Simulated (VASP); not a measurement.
# CoSiGe3 (P6/mmm) in VASP: notebook

Runs on CoSiGe3. Level: PBE. Tasks: relaxation of cell and atoms, single point.

Program: VASP 6.6.1. These are calculated values, not measurements. Logs are shortened: lines on timing, memory, paths and dates and some standing lists are left out, and cuts for length are marked.

**1. The cell of the first run**

The structure is hexagonal, space group P6/mmm (No. 191). The conventional cell has a = 3.856 Å, b = 3.856 Å, c = 7.885 Å, α = 90.00°, β = 90.00°, γ = 120.00°. Co (site symmetry 6/mmm) has 6 Ge at 1.93 Å within 2.6 Å. Si (site symmetry 6/mmm) has 6 Si at 3.86 Å and 2 Co at 3.94 Å and 24 Ge at 4.39 to 5.17 Å within 5.2 Å. Within 2.6 Å of Ge (site symmetry mmm) lie 4 Ge at 1.93 Å and 2 Co at 1.93 Å.

The cell was built from a structure type or drawn by symmetry, and may not be a known phase.

**2. Relaxation of cell and atoms, PBE, collinear spin, ferromagnetic start**

File INCAR:

```
SYSTEM = CoSiGe3
PREC = Accurate
ENCUT = 600
EDIFF = 1E-7
ISMEAR = 0
SIGMA = 0.1
LREAL = .False.
LASPH = .True.
NELM = 150
ALGO = Normal
ISIF = 3
LWAVE = .False.
LCHARG = .False.
ISPIN = 2
MAGMOM = 3 0 0 0 0
LORBIT = 11
LMAXMIX = 4
GGA = PE
IBRION = 2
NSW = 90
EDIFFG = -0.04
```

File KPOINTS:

```
Automatic mesh
0
Gamma
  6 6 2
  0 0 0
```

File POSCAR:

```
CoSiGe3
1.0
    3.8561888500      0.0000000000      0.0000000000
   -1.9280944200      3.3395575000      0.0000000000
    0.0000000000      0.0000000000      7.8854963500
Co Si Ge
1 1 3
Direct
    0.0000000000      0.0000000000      0.0000000000
    0.0000000000      0.0000000000      0.5000000000
    0.5000000000      0.0000000000      0.0000000000
    0.0000000000      0.5000000000      0.0000000000
    0.5000000000      0.5000000000      0.0000000000
```

Potentials or basis: VASP PAW PBE potentials, release 64 (Co, Si, Ge_d).

The run is started by

```console
$ cat potpaw_PBE.64/Co/POTCAR potpaw_PBE.64/Si/POTCAR potpaw_PBE.64/Ge_d/POTCAR > POTCAR
$ mpirun -np 1 vasp_std > vasp.out
```

OUTCAR:

```text
SYSTEM = CoSiGe3
   PREC = Accurate
   ENCUT = 600
   EDIFF = 1E-7
   ISMEAR = 0
   LREAL = .False.
   LASPH = .True.
   NELM = 150
   ISIF = 3
   ISPIN = 2
   LORBIT = 11
   GGA = PE
   IBRION = 2
   NSW = 90
   EDIFFG = -0.04

 ion  position               nearest neighbor table
   1  0.000  0.000  0.000-   4 1.93   4 1.93   5 1.93   5 1.93   3 1.93   3 1.93
   2  0.000  0.000  0.500-
   3  0.500  0.000  0.000-   5 1.93   5 1.93   4 1.93   4 1.93   1 1.93   1 1.93
   4  0.000  0.500  0.000-   1 1.93   1 1.93   3 1.93   3 1.93   5 1.93   5 1.93
   5  0.500  0.500  0.000-   3 1.93   3 1.93   1 1.93   1 1.93   4 1.93   4 1.93

  LATTYP: Found a hexagonal cell.
 ALAT       =     3.8561888500
 C/A-ratio  =     2.0448937168

  Lattice vectors:

 A1 = (   3.8561888500,   0.0000000000,   0.0000000000)
 A2 = (  -1.9280944200,   3.3395575000,   0.0000000000)
 A3 = (   0.0000000000,   0.0000000000,   7.8854963500)

Analysis of symmetry for initial positions (statically):
=====================================================================
 Subroutine PRICEL returns:
 Original cell was already a primitive cell.

 Routine SETGRP: Setting up the symmetry group for a
 hexagonal supercell.

 Subroutine GETGRP returns: Found 24 space group operations
 (whereof 24 operations were pure point group operations)
 out of a pool of 24 trial point group operations.

The static configuration has the point symmetry D_6h.

Analysis of symmetry for dynamics (positions and initial velocities):
=====================================================================
 Subroutine PRICEL returns:
 Original cell was already a primitive cell.

 Routine SETGRP: Setting up the symmetry group for a
 hexagonal supercell.

 Subroutine GETGRP returns: Found 24 space group operations
 (whereof 24 operations were pure point group operations)
 out of a pool of 24 trial point group operations.

The dynamic configuration has the point symmetry D_6h.

Analysis of structural, dynamic, and magnetic symmetry:
=====================================================================
 Subroutine PRICEL returns:
 Original cell was already a primitive cell.

 Routine SETGRP: Setting up the symmetry group for a
 hexagonal supercell.

 Subroutine GETGRP returns: Found 24 space group operations
 (whereof 24 operations were pure point group operations)
 out of a pool of 24 trial point group operations.

The overall configuration has the point symmetry D_6h.

 Subroutine INISYM returns: Found 24 space group operations
 (whereof 24 operations are pure point group operations),
 and found     1 'primitive' translations

----------------------------------------------------------------------------------------

                                     Primitive cell

  volume of cell :     101.5491

  direct lattice vectors                    reciprocal lattice vectors
     3.856188850  0.000000000  0.000000000     0.259323399  0.149720434  0.000000000
    -1.928094420  3.339557500  0.000000000     0.000000000  0.299440869  0.000000000
     0.000000000  0.000000000  7.885496350     0.000000000  0.000000000  0.126815099

  length of vectors
     3.856188850  3.856188842  7.885496350     0.299440868  0.299440869  0.126815099

  position of ions in fractional coordinates (direct lattice)
     0.000000000  0.000000000  0.000000000
     0.000000000  0.000000000  0.500000000
     0.500000000  0.000000000  0.000000000
     0.000000000  0.500000000  0.000000000
     0.500000000  0.500000000  0.000000000

  ion indices of the primitive-cell ions
   primitive index   ion index
                 1           1
                 2           2
                 3           3
                 4           4
                 5           5

----------------------------------------------------------------------------------------

 KPOINTS: Automatic mesh

Automatic generation of k-mesh.
 Grid dimensions read from file:
 generate k-points for:    6    6    2

 Generating k-lattice:

  Cartesian coordinates                     Fractional coordinates (reciprocal lattice)
     0.043220567  0.024953406  0.000000000     0.166666667  0.000000000  0.000000000
     0.000000000  0.049906812  0.000000000     0.000000000  0.166666667  0.000000000
     0.000000000  0.000000000  0.063407549     0.000000000  0.000000000  0.500000000

  Length of vectors
     0.049906811  0.049906812  0.063407549

  Shift w.r.t. Gamma in fractional coordinates (k-lattice)
     0.000000000  0.000000000  0.000000000

 Subroutine IBZKPT returns following result:
 ===========================================

 Found     14 irreducible k-points:

 Following reciprocal coordinates:
            Coordinates               Weight
  0.000000  0.000000  0.000000      1.000000
  0.166667  0.000000  0.000000      6.000000
  0.333333 -0.000000  0.000000      6.000000
  0.500000 -0.000000  0.000000      3.000000
  0.166667  0.166667  0.000000      6.000000
  0.333333  0.166667  0.000000     12.000000
  0.333333  0.333333  0.000000      2.000000
  0.000000  0.000000  0.500000      1.000000
  0.166667  0.000000  0.500000      6.000000
  0.333333 -0.000000  0.500000      6.000000
  0.500000 -0.000000  0.500000      3.000000
  0.166667  0.166667  0.500000      6.000000
  0.333333  0.166667  0.500000     12.000000
  0.333333  0.333333  0.500000      2.000000
   k-points           NKPTS =     14   k-points in BZ     NKDIM =     14   number of bands    NBANDS=     35
   number of dos      NEDOS =    301   number of ions     NIONS =      5
   total plane-waves  NPLWV =  65536
   dimension x,y,z NGX =    32 NGY =   32 NGZ =   64
   dimension x,y,z NGXF=    64 NGYF=   64 NGZF=  128
   ions per type =               1   1   3
   NGX,Y,Z   is equivalent  to a cutoff of  13.80, 13.80, 13.49 a.u.
   NGXF,Y,Z  is equivalent  to a cutoff of  27.59, 27.59, 26.99 a.u.
 SYSTEM =  CoSiGe3
   PREC   = accura    normal or accurate (medium, high low for compatibility)
   ISTART =      0    job   : 0-new  1-cont  2-samecut
   ICHARG =      2    charge: 1-file 2-atom 10-const
   ISPIN  =      2    spin polarized calculation?
   LNONCOLLINEAR =      F non collinear calculations
   LSORBIT =      F    spin-orbit coupling
   LASPH  =      T    aspherical Exc in radial PAW
   ENCUT  =  600.0 eV  44.10 Ry    6.64 a.u.   7.70  7.70 15.75*2*pi/ulx,y,z
   NELM   =    150;   NELMIN=  2; NELMDL= -5     # of ELM steps
   EDIFF  = 0.1E-06   stopping-criterion for ELM
   LREAL  =      F    real-space projection
   EDIFFG = -.4E-01   stopping-criterion for IOM
   NSW    =     90    number of steps for IOM
   IBRION =      2    ionic relax: 0-MD 1-quasi-New 2-CG
   NFREE  =      1    steps in history (QN), initial steepest desc. (CG)
   ISIF   =      3    stress and relaxation
   ISYM   =      2    0-nonsym 1-usesym 2-fastsym
   POTIM  = 0.5000    time-step for ionic-motion
   TEBEG  =    0.0;   TEEND  =   0.0 temperature during run
   PSTRESS=    0.0 pullay stress
   NELECT =      55.0000    total number of electrons
   NUPDOWN=      -1.0000    fix difference up-down
   EMIN   =  10.00;   EMAX   =-10.00  energy-range for DOS
   EFERMI =   0.00;   METHOD = LEGACY
   ISMEAR =     0;   SIGMA  =   0.10  broadening in eV -4-tet -1-fermi 0-gaus
   EFERMI_NEDOS =   21; number of points for ismear=-14 and -15
   IALGO  =     38    algorithm
   IMIX   =      4    mixing-type and parameters
     AMIX     =   0.40;   BMIX     =  1.00
     AMIX_MAG =   1.60;   BMIX_MAG =  1.00
  volume/ion in A,a.u.               =      20.31       137.06
  Fermi-wavevector in a.u.,A,eV,Ry     =   1.334454  2.521753 24.228816  1.780768
  Thomas-Fermi vector in A             =   2.463234
   LORBIT       =     11    0 simple, 1 ext, 2 COOP (PROOUT), +10 PAW based schemes
   GGA     = PE    functional components
   LHFCALC =     F    Hartree Fock is set to
   AEXX    =    0.0000 exact exchange contribution
   IVDW    =     0    specifies the selected vdW correction
   LEPSILON=     F    determine dielectric tensor
   LRPA    =     F    only Hartree local field effects (RPA)
 conjugate gradient relaxation of ions
 spin polarized calculation
 Gauss-broadening in eV      SIGMA  =   0.10
  energy-cutoff  :      600.00
  volume of cell :      101.55
 maximum number of plane-waves:      3404
 NGX is ok and might be reduce to    32
   NGX = 15   NGY = 15   NGZ = 31

--------------------------------------- Ionic step        1  -------------------------------------------

 number of electron      55.0000005 magnetization       0.0048668

 number of electron      55.0000005 magnetization      -0.0041241

 Free energy of the ion-electron system (eV)
  ---------------------------------------------------
  ext. energy  EPLUGINS =         0.00000000
  ---------------------------------------------------
  free energy    TOTEN  =         2.01871898 eV

  energy without entropy =        2.03567281  energy(sigma->0) =        2.02719590

------------------------ aborting loop because EDIFF is reached ----------------------------------------

  FORCE on cell =-STRESS in cart. coord.  units (eV):
  Direction    XX          YY          ZZ          XY          YZ          ZX
  --------------------------------------------------------------------------------------
  -------------------------------------------------------------------------------------
  Total      113.4618961    113.4618957     -1.3979309      0.0000002     -0.0000000      0.0000000
  in kB     1790.1291486   1790.1291422    -22.0556583      0.0000027     -0.0000000      0.0000000
  external PRESSURE =    1186.0675442 kB  Pullay stress =       0.0000000 kB
[... 28 lines left out ...]
 number of electron      55.0000315 magnetization       0.0222291

 number of electron      55.0000277 magnetization      -4.7637421

------------------------ aborting loop EDIFF was not reached (unconverged)  ----------------------------

  FORCE on cell =-STRESS in cart. coord.  units (eV):
  Direction    XX          YY          ZZ          XY          YZ          ZX
  --------------------------------------------------------------------------------------
  -------------------------------------------------------------------------------------
  Total     -267.0341135   -267.0341116    -44.9243330     -0.0000008      0.0000000     -0.0000000
  in kB     -973.2808790   -973.2808720   -163.7393578     -0.0000030      0.0000000     -0.0000000
  external PRESSURE =    -703.4337029 kB  Pullay stress =       0.0000000 kB
[... 3290 lines left out ...]
     34      34.2264      0.00000
     35      34.3510      0.00000

[... ionic steps 4 to 22 ...]

--------------------------------------- Ionic step       23  -------------------------------------------

 number of electron      54.9999909 magnetization      -0.0000023

 number of electron      54.9999909 magnetization       0.0000022
[... 1155 lines left out ...]
 number of electron      54.9999876 magnetization      -0.0000014

 number of electron      54.9999876 magnetization       0.0000016

 Free energy of the ion-electron system (eV)
  ---------------------------------------------------
  ext. energy  EPLUGINS =         0.00000000
  ---------------------------------------------------
  free energy    TOTEN  =       -23.09869727 eV

  energy without entropy =      -23.08275245  energy(sigma->0) =      -23.09072486

 E-fermi :   5.1309     XC(G=0): -10.0377

 val. band max:        5.0830339808   @ k =   0.3333   0.1667   0.0000
 cond. band min:       5.2109864941   @ k =   0.1667   0.1667   0.0000
 fundamental gap:      0.1279525134
 Fermi energy:         5.1308536002
[... 870 lines left out ...]
     27       4.7480      1.00000
     28       4.8148      1.00000
     29       5.4343
```

Wall time 67 min (1 thread of Intel Xeon 6975P-C (Granite Rapids), shared host); peak memory 0.4 GiB.

Results:

```yaml
Free_energy: -23.0987 eV
Relaxed_volume: 21.09 Å³/atom
Relaxed_cell: a = 5.337 Å, b = 5.337 Å, c = 4.274 Å, α = 90.00°, β = 90.00°, γ = 120.00°
Space_group_after_relaxing_to_0.1_Å: P6/mmm (No. 191)
Pressure_after_relaxing: 0.1 GPa
Net_moment: 0.00 μB per cell
Valence_electrons_inside_the_program's_atomic_spheres: Co 8.45; Si 1.61; Ge 12.22
```

Final structure:
```cif
data_structure
_symmetry_space_group_name_H-M 'P 1'
_symmetry_Int_Tables_number 1
_cell_length_a 5.3372
_cell_length_b 5.3372
_cell_length_c 4.2744
_cell_angle_alpha 90.000
_cell_angle_beta 90.000
_cell_angle_gamma 120.000
_cell_volume 105.45
loop_
_atom_site_label
_atom_site_type_symbol
_atom_site_fract_x
_atom_site_fract_y
_atom_site_fract_z
_atom_site_occupancy
Co1 Co 0.00000 0.00000 0.00000 1
Si1 Si 0.00000 0.00000 0.50000 1
Ge1 Ge 0.50000 0.00000 0.00000 1
Ge2 Ge 0.00000 0.50000 0.00000 1
Ge3 Ge 0.50000 0.50000 0.00000 1
```

Caveat: the k points lie up to 0.73 Å⁻¹ apart in the final cell; a cell axis changed by over 15 % at a fixed basis, so the end point is rough.

**3. Single point, PBE**

This run uses another cell than the first one, of 21.13 Å³/atom.

File INCAR:

```
  ALGO = Normal
  EDIFF = 1E-6
  ENCUT = 520
  GGA = PE
  ISIF = 2
  ISMEAR = 0
  LASPH = T
  LCHARG = F
  LREAL = F
  LWAVE = F
  NBANDS = 36
  NELM = 60
  PREC = Accurate
  SIGMA = 0.1
```

File KPOINTS:

```
k-points
0
Gamma
  6 6 4
```

Edit POSCAR of step 2 so:

```diff
@@ -2,5 +2,5 @@
 1.0
-    3.8561888500      0.0000000000      0.0000000000
-   -1.9280944200      3.3395575000      0.0000000000
-    0.0000000000      0.0000000000      7.8854963500
+    5.3338377047      0.0000000000      0.0000000000
+   -2.6669188523      4.6192389520      0.0000000000
+    0.0000000000      0.0000000000      4.2878624989
 Co Si Ge
```

Potentials or basis: VASP PAW PBE potentials, release 64 (Co, Si, Ge_d).

The run is started by

```console
$ cat potpaw_PBE.64/Co/POTCAR potpaw_PBE.64/Si/POTCAR potpaw_PBE.64/Ge_d/POTCAR > POTCAR
$ mpirun -np 1 vasp_std > vasp.out
```

OUTCAR:

```text
EDIFF = 1E-6
   ENCUT = 520
   GGA = PE
   ISIF = 2
   ISMEAR = 0
   LASPH = T
   LREAL = F
   NELM = 60
   PREC = Accurate

 ion  position               nearest neighbor table
   1  0.000  0.000  0.000-   2 2.14   2 2.14   3 2.67   3 2.67   4 2.67   4 2.67   5 2.67   5 2.67

   2  0.000  0.000  0.500-   1 2.14   1 2.14
   3  0.500  0.000  0.000-   1 2.67   1 2.67   5 2.67   5 2.67   4 2.67   4 2.67
   4  0.000  0.500  0.000-   5 2.67   5 2.67   1 2.67   1 2.67   3 2.67   3 2.67
[... 1019 lines left out ...]
  --------------------------------------------------------------------------------------
  -------------------------------------------------------------------------------------
  Total        0.0410332      0.0410332      0.1035299      0.0000000     -0.0000000     -0.0000000
  in kB        0.6222928      0.6222928      1.5700934      0.0000000     -0.0000000     -0.0000000
  external PRESSURE =       0.9382263 kB  Pullay stress =       0.0000000 kB

 VOLUME and BASIS-vectors are now :
 -----------------------------------------------------------------------------
  energy-cutoff  :      520.00
  volume of cell :      105.65
      direct lattice vectors                 reciprocal lattice vectors
     5.333837705  0.000000000  0.000000000     0.187482270  0.108242939  0.000000000
    -2.666918852  4.619238952  0.000000000     0.000000000  0.216485878  0.000000000
     0.000000000  0.000000000  4.287862499     0.000000000  0.000000000  0.233216434

 POSITION                                       TOTAL-FORCE (eV/Angst)
 -----------------------------------------------------------------------------------
      0.00000      0.00000      0.00000        -0.000000      0.000000      0.000000
      0.00000      0.00000      2.14393        -0.000000      0.000000      0.000000
      2.66692      0.00000      0.00000        -0.000000      0.000000      0.000000
     -1.33346      2.30962      0.00000        -0.000000      0.000000      0.000000
      1.33346      2.30962      0.00000         0.000000      0.000000      0.000000
 -----------------------------------------------------------------------------------
    total drift:                               -0.000000      0.000000     -0.000000

  FREE ENERGIE OF THE ION-ELECTRON SYSTEM (eV)
  ---------------------------------------------------
  free  energy   TOTEN  =       -23.2774693373 eV

  energy  without entropy=      -23.2560146817  energy(sigma->0) =      -23.26674201
```

stdout:

```text
POSCAR found type information on POSCAR CoSiGe
 POSCAR found :  3 types and       5 ions
 scaLAPACK will be used
 LDA part: xc-table for (Slater+PW92), standard interpolation
 POSCAR, INCAR and KPOINTS ok, starting setup
 FFT: planning ... GRIDC
 FFT: planning ... GRID_SOFT
 FFT: planning ... GRID
 WAVECAR not read
 entering main loop
```

Run time: 75 s. Hardware: 1 thread of Intel Xeon 8259CL, shared host; peak memory 0.25 GiB.

What came out:

```yaml
Free_energy: -23.2775 eV
Pressure: 0.1 GPa
Band_gap_on_the_k_mesh: zero (an odd number of electrons rules out a gap without spin polarisation)
```

Caveat: the k points lie up to 0.37 Å⁻¹ apart, too coarse for converged energies and pressures of a metal; the run has no spin polarisation, though such a crystal can be magnetic.

**4. Single point, PBE, collinear spin, ferromagnetic start**

File INCAR:

```
PREC = Accurate ; ENCUT = 520
EDIFF = 1E-7 ; ISMEAR = 0
SIGMA = 0.1 ; LREAL = False
LASPH = True ; NELM = 150
ALGO = Normal ; ISIF = 2
LWAVE = False ; LCHARG = False
ISPIN = 2 ; MAGMOM = 3 0 0 0 0
LORBIT = 11 ; LMAXMIX = 4
GGA = PE ; NBANDS = 40
```

File KPOINTS:

```
Automatic mesh
0
Gamma
  6 6 2
```

Edit POSCAR of step 3 so:

```diff
@@ -2,5 +2,5 @@
 1.0
-    5.3338377047      0.0000000000      0.0000000000
-   -2.6669188523      4.6192389520      0.0000000000
-    0.0000000000      0.0000000000      4.2878624989
+    3.8561888500      0.0000000000      0.0000000000
+   -1.9280944200      3.3395575000      0.0000000000
+    0.0000000000      0.0000000000      7.8854963500
 Co Si Ge
```

The run is started by

```console
$ cat potpaw_PBE.64/Co/POTCAR potpaw_PBE.64/Si/POTCAR potpaw_PBE.64/Ge_d/POTCAR > POTCAR
$ mpirun -np 1 vasp_std > vasp.out
```

It took 6.3 min on 1 thread of Intel Xeon 8259CL, shared host; peak memory 0.31 GiB.

The run converged. Its results:

| Quantity | Value |
| --- | --- |
| Free energy | 2.0198 eV |
| Pressure | 118.6 GPa |
| Net moment | 0.00 μB per cell |
| Valence electrons inside the program's atomic spheres | Co 10.44; Si 1.44; Ge 14.12 |

Stress tensor (GPa, compression positive):
```
179.04   0.00   0.00
  0.00 179.04   0.00
  0.00   0.00  -2.20
```

Levels at points of the mesh, in eV from the Fermi level:
Spin up:
```
           k point  band 25  band 26  band 27  band 28  band 29  band 30
(0.00, 0.00, 0.00)    -3.26    -2.64    -0.58     2.14     2.14     2.77
(0.50, 0.00, 0.00)    -2.57    -2.25    -1.67    -0.60     0.72     1.71
(0.00, 0.00, 0.50)    -3.26    -3.01    -0.67     2.15     2.15     2.77
(0.50, 0.00, 0.50)    -2.63    -2.37    -1.68    -0.37     0.65     1.68
```
Spin down:
| k point | band 23 | band 24 | band 25 | band 26 | band 27 | band 28 | band 29 | band 30 | band 31 | band 32 |
| --- | --- | --- | --- | --- | --- | --- | --- | --- | --- | --- |
| (0.00, 0.00, 0.00) | -5.64 | -3.26 | -3.26 | -2.64 | -0.58 | 2.14 | 2.14 | 2.77 | 2.77 | 3.03 |
| (0.50, 0.00, 0.00) | -3.83 | -3.50 | -2.57 | -2.25 | -1.67 | -0.60 | 0.71 | 1.71 | 4.32 | 4.46 |
| (0.00, 0.00, 0.50) | -5.64 | -3.26 | -3.26 | -3.01 | -0.67 | 2.15 | 2.15 | 2.76 | 2.76 | 4.03 |
| (0.50, 0.00, 0.50) | -3.84 | -3.25 | -2.63 | -2.37 | -1.68 | -0.37 | 0.65 | 1.67 | 3.21 | 4.15 |

Caveat: the k points lie up to 0.40 Å⁻¹ apart.

(Part 1 of 2 ends here.)
